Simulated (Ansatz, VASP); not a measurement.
Two plane-wave programs on B4MoRu

Contents of INCAR:

```
ALGO = Normal
EDIFF = 1E-6
EDIFFG = -0.01
ENCUT = 600
GGA = PE
IBRION = 2
ISIF = 3
ISMEAR = 0
LASPH = True
LCHARG = False
LREAL = False
LWAVE = False
NELM = 80
NSW = 100
PREC = Accurate
SIGMA = 0.1
```

KPOINTS

```
k-points
0
Gamma
  12 12 6
```

POSCAR

```
B4MoRu
1.0
    3.0085606727      0.0000000000      0.0000000000
   -1.5042803363      2.6054899714      0.0000000000
    0.0000000000      0.0000000000      6.6849641449
B Mo Ru
4 1 1
Direct
    0.3333333333      0.6666666667      0.7486013608
    0.3333333333      0.6666666667      0.2513986392
    0.6666666667      0.3333333333      0.7486013608
    0.6666666667      0.3333333333      0.2513986392
    0.0000000000      0.0000000000      0.5000000000
    0.0000000000      0.0000000000      0.0000000000
```

Input for Ansatz:

```yaml
crystal:
  lattice:
    - [3.0085606727, 0.0, 0.0]
    - [-1.5042803363, 2.6054899714, 0.0]
    - [0.0, 0.0, 6.6849641449]
  atoms:
    - { symbol: B, position: [0.3333333333, 0.6666666667, 0.7486013608] }
    - { symbol: B, position: [0.3333333333, 0.6666666667, 0.2513986392] }
    - { symbol: B, position: [0.6666666667, 0.3333333333, 0.7486013608] }
    - { symbol: B, position: [0.6666666667, 0.3333333333, 0.2513986392] }
    - { symbol: Mo, position: [0.0, 0.0, 0.5] }
    - { symbol: Ru, position: [0.0, 0.0, 0.0] }
basis:
  ecutwfc: 420
kpoints:
  mp_grid: { grid: [12, 12, 6] }
hamiltonian:
  xc: pbe
scf:
  occupations: { method: gaussian, width: 0.1 }
output:
  forces: true
  stress: true
  eigenvalues: true
  write_density: true
  write_potential: true
  elf: true
  volumetric_format: npy
relax:
  adjacent_minimum: "off"
  f_tol: 0.01
  max_steps: 80
  cell: { stress_tol: 0.05 }
```

Change from the starting cell: species swapped into the TiNbB4 type (P6/mmm, No. 191).

Alike in both runs: task relaxation of cell and atoms; functional PBE; k mesh 12 × 12 × 6; occupations gaussian, width 0.1 eV; no spin polarisation.

```csv
,VASP,Ansatz
version,VASP 6.6.1,Ansatz 0.2.0
potentials or method,"VASP PAW PBE potentials, release 64 (B, Mo_sv, Ru_pv), cutoff 600 eV","scalar-relativistic, plane waves, PAW"
valence electrons in the cell,40,42
```

```csv
,VASP,Ansatz,Ansatz less VASP
"gap on the k mesh at the Fermi level, each at its own relaxed structure (eV)",none,none,-
relaxed volume (Å³/atom),8.75,8.75,-0.006
relaxed cell length with the largest relative difference (Å),6.721,6.718,-0.0035
```

A gap of «none» marks a metal or a gap that the smearing closes. VASP's potentials hold 40 valence electrons a cell and Ansatz's 42, so a difference there can come from the potentials and not from the codes.
